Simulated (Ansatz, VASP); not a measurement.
**GaP in VASP and in Ansatz**

Contents of INCAR:

```
SYSTEM = GaP
PREC = Accurate
ENCUT = 500
EDIFF = 1E-6
ISMEAR = 0
SIGMA = 0.02
LREAL = .False.
LASPH = .True.
NELM = 120
ALGO = Normal
ISIF = 2
LWAVE = .False.
LCHARG = .False.
GGA = PE
NBANDS = 16
GGA_COMPAT = .False.
```

File KPOINTS:

```
Automatic mesh
0
Gamma
  8 8 8
  0 0 0
```

The input POSCAR:

```
GaP
1.0
    0.0000000000      2.8066365341      2.8066365341
    2.8066365341      0.0000000000      2.8066365341
    2.8066365341      2.8066365341      0.0000000000
Ga P
1 1
Direct
    0.0000000000      0.0000000000      0.0000000000
    0.2500000000      0.2500000000      0.2500000000
```

Input for Ansatz:

```yaml
crystal:
  lattice:
    - [0.0, 2.8066365341, 2.8066365341]
    - [2.8066365341, 0.0, 2.8066365341]
    - [2.8066365341, 2.8066365341, 0.0]
  atoms:
    - { symbol: Ga, position: [0.0, 0.0, 0.0] }
    - { symbol: P, position: [0.25, 0.25, 0.25] }
basis:
  ecutwfc: 420
kpoints:
  mp_grid: { grid: [8, 8, 8] }
hamiltonian:
  xc: pbe
scf:
  occupations: { method: gaussian, width: 0.02 }
output:
  forces: true
  stress: true
  eigenvalues: true
```

Alike in both runs: task single point; functional PBE; k mesh 8 × 8 × 8; occupations gaussian, width 0.02 eV; no spin polarisation.

```csv
,VASP,Ansatz
version,VASP 6.6.1,Ansatz 0.2.0
potentials or method,"VASP PAW PBE potentials, release 64 (Ga_d, P), cutoff 500 eV","scalar-relativistic, plane waves, PAW"
valence electrons in the cell,18,18
```

|  | VASP | Ansatz | Ansatz less VASP |
| --- | --- | --- | --- |
| gap on the k mesh at the Fermi level (eV) | 1.11 | 1.11 | +0.004 |
| least direct gap on the mesh (eV) | 1.11 | 1.11 | +0.004 |
| pressure (GPa) | -3.9 | -3.9 | +0.05 |

The functional is the same, so the differences come from potentials, cutoffs and numerics.
